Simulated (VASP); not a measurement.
# SiC in VASP: notebook

SiC is run at these levels: PBE; tasks: single point.

Program: VASP 6.6.1. These are calculated values, not measurements. Logs are shortened: lines on timing, memory, paths and dates and some standing lists are left out, and cuts for length are marked.

## 1. The cell of the first run

Symmetry: I-4m2, No. 119, tetragonal system. The conventional cell has a = 3.065 Å, b = 3.065 Å, c = 4.371 Å, α = 90.00°, β = 90.00°, γ = 90.00°. Within 2.5 Å of Si (site symmetry -4m2) lie 4 C at 1.88 Å. C (site symmetry -4m2) has 4 Si at 1.88 Å within 2.5 Å.

## 2. Single point, PBE (epitaxial xy strain -0.5%)

The input, INCAR:

```
SYSTEM = SiC
PREC     = Accurate       ! precision mode
ENCUT    = 520            ! plane-wave cutoff, eV
EDIFF    = 1E-7           ! SCF threshold, eV
ISMEAR   = -1             ! smearing method
SIGMA    = 0.02           ! smearing width, eV
LREAL    = .False.        ! projectors in reciprocal space
LASPH    = .True.         ! aspherical terms in the spheres
NELM     = 100            ! most SCF steps
ALGO     = Normal         ! electronic algorithm
ISIF     = 2              ! what is computed and relaxed
LWAVE    = .False.        ! write WAVECAR
LCHARG   = .True.         ! write CHGCAR
GGA      = PE             ! functional
LELF     = .True.         ! ELF
LVHAR    = .True.       
NBANDS   = 11             ! bands
```

The input, KPOINTS:

```
regular mesh
0
Gamma
  10 10 10
  0 0 0
```

The input, POSCAR:

```
SiC
1.0
    0.0000000000      2.1671620832      2.1852643348
    2.1671620832      0.0000000000      2.1852643348
    2.1671620832      2.1671620832      0.0000000000
Si C
1 1
Direct
    0.0000000000      0.0000000000      0.0000000000
    0.2500000000      0.2500000000      0.2500000000
```

Potentials or basis: VASP PAW PBE potentials, release 64 (Si, C).

The run is started by

```sh
$ cat potpaw_PBE.64/Si/POTCAR potpaw_PBE.64/C/POTCAR > POTCAR
$ mpirun -np 1 vasp_std > vasp.out
```

OUTCAR:

```text
SYSTEM = SiC
   PREC = Accurate
   ENCUT = 520
   EDIFF = 1E-7
   ISMEAR = -1
   LREAL = .False.
   LASPH = .True.
   NELM = 100
   ISIF = 2
   GGA = PE

 ion  position               nearest neighbor table
   1  0.000  0.000  0.000-   2 1.88   2 1.88   2 1.88   2 1.88
   2  0.250  0.250  0.250-   1 1.88   1 1.88   1 1.88   1 1.88

  LATTYP: Found a body centered tetragonal cell.
 ALAT       =     3.0648300099
 C/A-ratio  =     1.4260264535

  Lattice vectors:

 A1 = (  -2.1671620832,   0.0000000000,   2.1852643348)
 A2 = (   2.1671620832,   0.0000000000,   2.1852643348)
 A3 = (   0.0000000000,   2.1671620832,  -2.1852643348)

Analysis of symmetry for initial positions (statically):
=====================================================================
 Subroutine PRICEL returns:
 Original cell was already a primitive cell.

 Routine SETGRP: Setting up the symmetry group for a
 body centered tetragonal supercell.

 Subroutine GETGRP returns: Found  8 space group operations
 (whereof  8 operations were pure point group operations)
 out of a pool of 16 trial point group operations.

The static configuration has the point symmetry D_2d.

Analysis of symmetry for dynamics (positions and initial velocities):
=====================================================================
 Subroutine PRICEL returns:
 Original cell was already a primitive cell.

 Routine SETGRP: Setting up the symmetry group for a
 body centered tetragonal supercell.

 Subroutine GETGRP returns: Found  8 space group operations
 (whereof  8 operations were pure point group operations)
 out of a pool of 16 trial point group operations.

The dynamic configuration has the point symmetry D_2d.

 Subroutine INISYM returns: Found  8 space group operations
 (whereof  8 operations are pure point group operations),
 and found     1 'primitive' translations

----------------------------------------------------------------------------------------

                                     Primitive cell

  volume of cell :      20.5266

  direct lattice vectors                    reciprocal lattice vectors
     0.000000000  2.167162083  2.185264335    -0.230716477  0.230716477  0.228805272
     2.167162083  0.000000000  2.185264335     0.230716477 -0.230716477  0.228805272
     2.167162083  2.167162083  0.000000000     0.230716477  0.230716477 -0.228805272

  length of vectors
     3.077656853  3.077656853  3.064830010     0.398512280  0.398512280  0.398512280

  position of ions in fractional coordinates (direct lattice)
     0.000000000  0.000000000  0.000000000
     0.250000000  0.250000000  0.250000000

  ion indices of the primitive-cell ions
   primitive index   ion index
                 1           1
                 2           2

----------------------------------------------------------------------------------------

 KPOINTS: regular mesh

Automatic generation of k-mesh.
 Grid dimensions read from file:
 generate k-points for:   10   10   10

 Generating k-lattice:

  Cartesian coordinates                     Fractional coordinates (reciprocal lattice)
    -0.023071648  0.023071648  0.022880527     0.100000000  0.000000000  0.000000000
     0.023071648 -0.023071648  0.022880527     0.000000000  0.100000000  0.000000000
     0.023071648  0.023071648 -0.022880527     0.000000000  0.000000000  0.100000000

  Length of vectors
     0.039851228  0.039851228  0.039851228

  Shift w.r.t. Gamma in fractional coordinates (k-lattice)
     0.000000000  0.000000000  0.000000000

 Subroutine IBZKPT returns following result:
 ===========================================

 Found    102 irreducible k-points:

 Following reciprocal coordinates:
            Coordinates               Weight
  0.000000  0.000000  0.000000      1.000000
  0.100000 -0.000000  0.000000      8.000000
  0.200000 -0.000000  0.000000      8.000000
  0.300000 -0.000000  0.000000      8.000000
  0.400000  0.000000  0.000000      8.000000
  0.500000 -0.000000  0.000000      4.000000
[... 16 lines left out ...]
  0.300000  0.300000  0.000000      2.000000
  0.400000  0.300000  0.000000      8.000000
 [... further k-points ...]
   k-points           NKPTS =    102   k-points in BZ     NKDIM =    102   number of bands    NBANDS=     11
   number of dos      NEDOS =    301   number of ions     NIONS =      2
   total plane-waves  NPLWV =  13824
   dimension x,y,z NGX =    24 NGY =   24 NGZ =   24
   dimension x,y,z NGXF=    48 NGYF=   48 NGZF=   48
   ions per type =               1   1
   NGX,Y,Z   is equivalent  to a cutoff of  12.96, 12.96, 13.02 a.u.
   NGXF,Y,Z  is equivalent  to a cutoff of  25.93, 25.93, 26.04 a.u.
 SYSTEM =  SiC
   PREC   = accura    normal or accurate (medium, high low for compatibility)
   ISTART =      0    job   : 0-new  1-cont  2-samecut
   ICHARG =      2    charge: 1-file 2-atom 10-const
   ISPIN  =      1    spin polarized calculation?
   LNONCOLLINEAR =      F non collinear calculations
   LSORBIT =      F    spin-orbit coupling
   LASPH  =      T    aspherical Exc in radial PAW
   ENCUT  =  520.0 eV  38.22 Ry    6.18 a.u.   5.72  5.72  5.70*2*pi/ulx,y,z
   NELM   =    100;   NELMIN=  2; NELMDL= -5     # of ELM steps
   EDIFF  = 0.1E-06   stopping-criterion for ELM
   LREAL  =      F    real-space projection
   EDIFFG = 0.1E-05   stopping-criterion for IOM
   NSW    =      0    number of steps for IOM
   IBRION =     -1    ionic relax: 0-MD 1-quasi-New 2-CG
   NFREE  =      0    steps in history (QN), initial steepest desc. (CG)
   ISIF   =      2    stress and relaxation
   ISYM   =      2    0-nonsym 1-usesym 2-fastsym
   POTIM  = 0.5000    time-step for ionic-motion
   TEBEG  =    0.0;   TEEND  =   0.0 temperature during run
   PSTRESS=    0.0 pullay stress
   NELECT =       8.0000    total number of electrons
   NUPDOWN=      -1.0000    fix difference up-down
   EMIN   =  10.00;   EMAX   =-10.00  energy-range for DOS
   EFERMI =   0.00;   METHOD = LEGACY
   ISMEAR =    -1;   SIGMA  =   0.02  broadening in eV -4-tet -1-fermi 0-gaus
   EFERMI_NEDOS =   21; number of points for ismear=-14 and -15
   IALGO  =     38    algorithm
   IMIX   =      4    mixing-type and parameters
     AMIX     =   0.40;   BMIX     =  1.00
     AMIX_MAG =   1.60;   BMIX_MAG =  1.00
  volume/ion in A,a.u.               =      10.26        69.26
  Fermi-wavevector in a.u.,A,eV,Ry     =   1.195820  2.259773 19.456142  1.429986
  Thomas-Fermi vector in A             =   2.331776
   LORBIT       =      0    0 simple, 1 ext, 2 COOP (PROOUT), +10 PAW based schemes
   GGA     = PE    functional components
   LHFCALC =     F    Hartree Fock is set to
   AEXX    =    0.0000 exact exchange contribution
   IVDW    =     0    specifies the selected vdW correction
   LEPSILON=     F    determine dielectric tensor
   LRPA    =     F    only Hartree local field effects (RPA)
 non-spin polarized calculation
  energy-cutoff  :      520.00
  volume of cell :       20.53
 maximum number of plane-waves:       568
   NGX = 11   NGY = 11   NGZ = 11

 number of electron       8.0000001 magnetization

 Free energy of the ion-electron system (eV)
  ---------------------------------------------------
  ext. energy  EPLUGINS =         0.00000000
  ---------------------------------------------------
  free energy    TOTEN  =       -15.05264254 eV

  energy without entropy =      -15.05264254  energy(sigma->0) =      -15.05264254

 E-fermi :   8.6556     XC(G=0): -11.3914

 val. band max:        8.2166512219   @ k =   0.0000   0.0000   0.0000
 cond. band min:       9.5219514465   @ k =   0.5000   0.0000   0.5000
 fundamental gap:      1.3053002246
 Fermi energy:         8.6555777333

 k-point     1 :       0.0000    0.0000    0.0000
  band No.  band energies     occupation
      1      -7.2690      2.00000
      2       8.1593      2.00000
      3       8.2167      2.00000
      4       8.2167      2.00000
      5      14.5250      0.00000
      6      15.5538      0.00000
      7      15.5538      0.00000
      8      15.5754      0.00000
      9      22.6204      0.00000
     10      22.8786      0.00000
     11      24.8033      0.00000

 k-point     2 :       0.1000   -0.0000    0.0000
  band No.  band energies     occupation
      1      -7.0724      2.00000
      2       7.1875      2.00000
      3       8.0413      2.00000
      4       8.0866      2.00000
      5      14.7739      0.00000
      6      15.7940      0.00000
      7      15.8018      0.00000
      8      15.8613      0.00000
      9      21.6926      0.00000
     10      21.8998      0.00000
     11      24.5545      0.00000

 k-point     3 :       0.2000   -0.0000    0.0000
  band No.  band energies     occupation
      1      -6.4912      2.00000
      2       5.0615      2.00000
      3       7.7245      2.00000
      4       7.7883      2.00000
      5      14.4720      0.00000
      6      16.1431      0.00000
      7      16.1814      0.00000
      8      17.0572      0.00000
      9      21.0791      0.00000
     10      21.1843      0.00000
     11      23.6643      0.00000

 k-point     4 :       0.3000   -0.0000    0.0000
  band No.  band energies     occupation
      1      -5.5610      2.00000
      2       2.7377      2.00000
      3       7.3984      2.00000
      4       7.4812      2.00000
      5      14.0606      0.00000
      6      15.9670      0.00000
      7      16.0638      0.00000
      8      18.0191      0.00000
      9      21.9614      0.00000
     10      21.9699      0.00000
     11      23.4138      0.00000
[... 239 lines left out ...]
 k-point    22 :      -0.2000    0.2000    0.0000
  band No.  band energies     occupation
      1      -5.2393      2.00000
      2       3.3631      2.00000
      3       4.9206      2.00000
      4       7.5993      2.00000
      5      14.8643      0.00000
      6      16.2602      0.00000
      7      16.6540      0.00000
      8      17.3709      0.00000
      9      19.7788      0.00000
     10      23.7596      0.00000
     11      27.2790      0.00000

 k-point    23 :       0.3000    0.3000    0.0000
  band No.  band energies     occupation
      1      -5.0048      2.00000
      2       3.7803      2.00000
      3       5.8736      2.00000
      4       5.8736      2.00000
      5      11.3929      0.00000
      6      13.9069      0.00000
      7      19.8236      0.00000
      8      19.8236      0.00000
      9      20.6098      0.00000
     10      25.4434      0.00000
     11      29.9390      0.00000

 k-point    24 :       0.4000    0.3000    0.0000
  band No.  band energies     occupation
      1      -4.1355      2.00000
      2       2.5638      2.00000
      3       5.0548      2.00000
      4       5.6148      2.00000
      5      11.1071      0.00000
      6      13.9406      0.00000
      7      19.8870      0.00000
      8      20.2356      0.00000
      9      22.0045      0.00000
     10      26.3970      0.00000
     11      29.5499      0.00000

 [... further k-points ...]

------------------------ aborting loop because EDIFF is reached ----------------------------------------

  FORCE on cell =-STRESS in cart. coord.  units (eV):
  Direction    XX          YY          ZZ          XY          YZ          ZX
  --------------------------------------------------------------------------------------
  -------------------------------------------------------------------------------------
  Total        0.7386828      0.7386828      0.4593000      0.0000000     -0.0000000      0.0000000
  in kB       57.6569681     57.6569681     35.8500926      0.0000000     -0.0000000      0.0000000
  external PRESSURE =      50.3880096 kB  Pullay stress =       0.0000000 kB

 VOLUME and BASIS-vectors are now :
 -----------------------------------------------------------------------------
  energy-cutoff  :      520.00
  volume of cell :       20.53
      direct lattice vectors                 reciprocal lattice vectors
     0.000000000  2.167162083  2.185264335    -0.230716477  0.230716477  0.228805272
     2.167162083  0.000000000  2.185264335     0.230716477 -0.230716477  0.228805272
     2.167162083  2.167162083  0.000000000     0.230716477  0.230716477 -0.228805272

 POSITION                                       TOTAL-FORCE (eV/Angst)
 -----------------------------------------------------------------------------------
      0.00000      0.00000      0.00000         0.000000      0.000000      0.000000
      1.08358      1.08358      1.09263        -0.000000     -0.000000     -0.000000
 -----------------------------------------------------------------------------------
    total drift:                                0.000000      0.000000      0.000000

  FREE ENERGIE OF THE ION-ELECTRON SYSTEM (eV)
  ---------------------------------------------------
  free  energy   TOTEN  =       -15.0526425434 eV

  energy  without entropy=      -15.0526425434  energy(sigma->0) =      -15.05264254
```

Wall time 20 s (1 thread of Intel Xeon 8259CL, shared host); peak memory 0.14 GiB.

What came out:

```yaml
Free_energy: -15.0526 eV
Pressure: 5.0 GPa
Band_gap_on_the_k_mesh: 1.31 eV, indirect (least direct gap 4.54 eV)
```

Stress tensor (GPa, compression positive):
```
5.77 0.00 0.00
0.00 5.77 0.00
0.00 0.00 3.59
```

Caveat: the cell differs from its parent crystal (epitaxial xy strain -0.5%).

(Continued in part 2 of 2.)
